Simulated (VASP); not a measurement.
Write the native input for VASP 6.6.1 that does the following.

| Property | Result |
| --- | --- |
| Task | single point |
| Functional | LDA |
| Potentials or basis | VASP PAW LDA potentials, release 64 (Hf_pv, Ru_pv) |
| Cutoff | 520 eV |
| k mesh | 14 × 14 × 14 |
| Occupations | gaussian, width 0.1 eV |
| Spin | no spin polarisation |
| Dipole correction | no |
| Further INCAR settings | ALGO = Fast; EDIFF = 1e-07; NBANDS = 19 |

The structure of HfRu lies in POSCAR:

```
HfRu
1.0
    3.1821337442      0.0000000000      0.0000000000
    0.0000000000      3.1821337442      0.0000000000
    0.0000000000      0.0000000000      3.1821337442
Hf Ru
1 1
Direct
    0.0000000000      0.0000000000      0.0000000000
    0.5000000000      0.5000000000      0.5000000000
```

These files were run (other wordings do the same):

INCAR

```
PREC = Accurate
ENCUT = 520
EDIFF = 1E-7
ISMEAR = 0
SIGMA = 0.1
LREAL = False
LASPH = True
NELM = 60
ALGO = Fast
ISIF = 2
LWAVE = False
LCHARG = False
NBANDS = 19
```

KPOINTS

```
Automatic mesh
0
Gamma
  14 14 14
```

Potentials or basis: VASP PAW LDA potentials, release 64 (Hf_pv, Ru_pv).

Command:

```bash
$ cat potpaw_LDA.64/Hf_pv/POTCAR potpaw_LDA.64/Ru_pv/POTCAR > POTCAR
$ mpirun -np 1 vasp_std > vasp.out
```

Results of the run:

| Property | Result |
| --- | --- |
| Pressure | -0.4 GPa |
| Band gap on the k mesh | zero (band 12 reaches 9.77 eV, above the bottom of band 13 at 8.04 eV) |

Caveat: spin-orbit coupling is left out, which moves the levels of the heavy elements.

It took 61 s on 1 thread of AMD EPYC 7R13 Processor (Zen 3), on a shared host, peak memory 0.16 GiB.
